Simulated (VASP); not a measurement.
Ge2W3:

```
CELL_PARAMETERS angstrom
4.28694 0.00000 0.00000
-2.14347 3.71260 0.00000
0.00000 0.00000 5.30043
ATOMIC_POSITIONS crystal
Ge 0.33333 0.66667 0.16642
Ge 0.66667 0.33333 0.83358
W 0.00000 0.00000 0.00000
W 0.33333 0.66667 0.64394
W 0.66667 0.33333 0.35606
```

The cell was generated, and may not be a known phase.

```yaml
Program: VASP 6.6.1
Task: relaxation of cell and atoms
Functional: PBE
Potentials_or_basis: VASP PAW PBE potentials, release 64 (Ge_d, W_sv)
Cutoff: 500 eV
k_mesh: 6 × 6 × 4
Occupations: gaussian, width 0.1 eV
Spin: no spin polarisation
```

At the start: pressure 0.3 GPa; volume 16.87 Å³/atom.

**Question.** How do energy, volume and symmetry change on relaxing?

**Answer.** Over 12 steps the energy falls by 53.6 meV/atom and the volume is 17.08 Å³/atom (+1.2 %); space group P-3m1 (No. 164, to 0.1 Å) before and after.

The path:
| step | energy change (eV) | largest force (eV/Å) | pressure (GPa) | volume (Å³) |
| --- | --- | --- | --- | --- |
| 1 | 0.0000 | 1.0687 | 0.25 | 84.36 |
| 2 | -0.0831 | 0.7420 | -0.54 | 84.67 |
| 3 | -0.0835 | 0.7805 | -0.54 | 84.69 |
| 4 | -0.1561 | 0.5842 | 1.10 | 84.14 |
| 5 | -0.2135 | 0.2604 | 4.37 | 83.26 |
| 6 | -0.2499 | 0.1433 | 1.97 | 84.33 |
| 7 | -0.2656 | 0.0884 | -0.63 | 85.58 |
| 8 | -0.2656 | 0.0897 | -0.71 | 85.64 |
| 9 | -0.2671 | 0.0735 | -0.44 | 85.55 |
| 10 | -0.2679 | 0.0493 | -0.06 | 85.43 |
| 11 | -0.2679 | 0.0478 | -0.03 | 85.42 |
| 12 | -0.2680 | 0.0262 | 0.03 | 85.40 |

Final structure:
```
CELL_PARAMETERS angstrom
4.29173 0.00000 0.00000
-2.14586 3.71675 0.00000
0.00000 0.00000 5.35404
ATOMIC_POSITIONS crystal
Ge 0.33333 0.66667 0.19728
Ge 0.66667 0.33333 0.80272
W 0.00000 0.00000 0.00000
W 0.33333 0.66667 0.68197
W 0.66667 0.33333 0.31803
```
